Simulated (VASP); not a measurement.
ZrB:

```xyz
2
Lattice="0.0000 2.4563 2.4563 2.4563 0.0000 2.4563 2.4563 2.4563 0.0000" Properties=species:S:1:pos:R:3 pbc="T T T"
Zr    2.4563    2.4563    2.4563
B     0.0000    0.0000    0.0000
```

```yaml
Program: VASP 6.6.1
Task: relaxation of cell and atoms
Functional: PBE
Dispersion: D3(BJ)
Potentials_or_basis: VASP PAW PBE potentials, release 64 (Zr_sv, B)
Cutoff: 600 eV
k_mesh: 7 × 7 × 7
Occupations: methfessel-paxton, width 0.1 eV
Spin: no spin polarisation
```

At the start: pressure -4.9 GPa; volume 14.82 Å³/atom.

Q: How do energy, volume and symmetry change on relaxing?

A: Over 3 steps the energy falls by 7.1 meV/atom and the volume is 14.37 Å³/atom (-3.0 %); space group Fm-3m (No. 225, to 0.05 Å).

The path:
| step | energy change (eV) | largest force (eV/Å) | pressure (GPa) | volume (Å³) |
| --- | --- | --- | --- | --- |
| 1 | 0.0000 | 0.0000 | -4.90 | 29.64 |
| 2 | 0.0048 | 0.0000 | 6.31 | 27.74 |
| 3 | -0.0142 | 0.0000 | -0.02 | 28.74 |

Final structure:
```cif
data_structure
_symmetry_space_group_name_H-M 'P 1'
_symmetry_Int_Tables_number 1
_cell_length_a 3.4382
_cell_length_b 3.4382
_cell_length_c 3.4382
_cell_angle_alpha 60.000
_cell_angle_beta 60.000
_cell_angle_gamma 60.000
_cell_volume 28.74
loop_
_atom_site_label
_atom_site_type_symbol
_atom_site_fract_x
_atom_site_fract_y
_atom_site_fract_z
_atom_site_occupancy
Zr1 Zr 0.50000 0.50000 0.50000 1
B1 B 0.00000 0.00000 0.00000 1
```

Caveat: pairwise dispersion overbinds metals, which lowers pressure and volume.
